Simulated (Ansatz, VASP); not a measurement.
## Al3Cu: VASP beside Ansatz

File INCAR:

```
SYSTEM = Al3Cu
PREC     = Accurate       ! precision mode
ENCUT    = 520            ! plane-wave cutoff, eV
EDIFF    = 1E-7           ! SCF threshold, eV
ISMEAR   = 0              ! smearing method
SIGMA    = 0.1            ! smearing width, eV
LREAL    = .FALSE.        ! projectors in reciprocal space
LASPH    = .TRUE.         ! aspherical terms in the spheres
NELM     = 80             ! most SCF steps
ALGO     = Normal         ! electronic algorithm
ISIF     = 2              ! what is computed and relaxed
LWAVE    = .FALSE.        ! write WAVECAR
LCHARG   = .FALSE.        ! write CHGCAR
GGA      = PS             ! functional
NBANDS   = 18             ! bands
```

Contents of KPOINTS:

```
regular mesh
0
G
  12 12 12
  0 0 0
```

File POSCAR:

```
Al3Cu
1.0
    3.8699584747      0.0000000000      0.0000000000
    0.0000000000      3.8699584747      0.0000000000
    0.0000000000      0.0000000000      3.8699584747
Al Cu
3 1
Direct
    0.0000000000      0.5000000000      0.5000000000
    0.5000000000      0.0000000000      0.5000000000
    0.5000000000      0.5000000000      0.0000000000
    0.0000000000      0.0000000000      0.0000000000
```

Input for Ansatz:

```yaml
crystal:
  lattice:
    - [3.8699584747, 0.0, 0.0]
    - [0.0, 3.8699584747, 0.0]
    - [0.0, 0.0, 3.8699584747]
  atoms:
    - { symbol: Al, position: [0.0, 0.5, 0.5] }
    - { symbol: Al, position: [0.5, 0.0, 0.5] }
    - { symbol: Al, position: [0.5, 0.5, 0.0] }
    - { symbol: Cu, position: [0.0, 0.0, 0.0] }
basis:
  ecutwfc: 420
kpoints:
  mp_grid: { grid: [12, 12, 12] }
hamiltonian:
  xc: pbesol
scf:
  occupations: { method: gaussian, width: 0.1 }
output:
  forces: true
  stress: true
  eigenvalues: true
```

Alike in both runs: task single point; functional PBEsol; k mesh 12 × 12 × 12; occupations gaussian, width 0.1 eV; no spin polarisation.

```csv
,VASP,Ansatz
version,VASP 6.6.1,Ansatz 0.2.0
potentials or method,"VASP PAW PBE potentials, release 64 (Al, Cu), cutoff 520 eV","scalar-relativistic, plane waves, PAW"
valence electrons in the cell,20,28
```

```csv
,VASP,Ansatz,Ansatz less VASP
gap on the k mesh at the Fermi level (eV),none,none,-
pressure (GPa),2.0,1.8,-0.25
```

VASP's potentials were made for PBE, not for PBEsol. A gap of «none» marks a metal or a gap that the smearing closes. VASP's potentials hold 20 valence electrons a cell and Ansatz's 28, so a difference there can come from the potentials and not from the codes.
